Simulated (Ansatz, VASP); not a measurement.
Ba2Os in VASP and in Ansatz

```
Os Ba
1.0
     0.00000    4.15764    0.00000
     4.15764    0.00000    0.00000
     2.07882    2.07882   -7.39656
Os Ba
1 2
Direct
  0.00000 0.00000 0.00000
  0.37000 0.37000 0.26000
  0.63000 0.63000 0.74000
```

Alike in both runs: task relaxation of cell and atoms; functional PBEsol; k mesh 5 × 5 × 5; no spin polarisation.

|  | VASP | Ansatz |
| --- | --- | --- |
| version | VASP 6.6.1 | Ansatz 0.2.0 |
| potentials or method | VASP PAW PBE potentials, release 64 (Os, Ba_sv), cutoff 600 eV | PAW plane waves |
| occupations | fermi-dirac, width 0.1 eV | fermi-dirac |
| valence electrons in the cell | 28 | 36 |

Ansatz gave:

```
gap on the k mesh at the Fermi level, each at its own relaxed structure (eV) : none
relaxed volume (Å³/atom)                                                     : 32.84
relaxed cell length with the largest relative difference (Å)                 : 3.648
```

What did VASP give for the same quantities?

gap on the k mesh at the Fermi level, each at its own relaxed structure (eV): none; relaxed volume (Å³/atom): 34.10; relaxed cell length with the largest relative difference (Å): 3.705.

VASP's potentials were made for PBE, not for PBEsol. A gap of «none» marks a metal or a gap that the smearing closes. VASP's potentials hold 28 valence electrons a cell and Ansatz's 36, so a difference there can come from the potentials and not from the codes. Ansatz's warnings: structure snapped to symmetry.

Neither program's run includes spin-orbit coupling. Noted on VASP's run: the volume moved by over 15 % at a fixed basis, so the end points are rough.
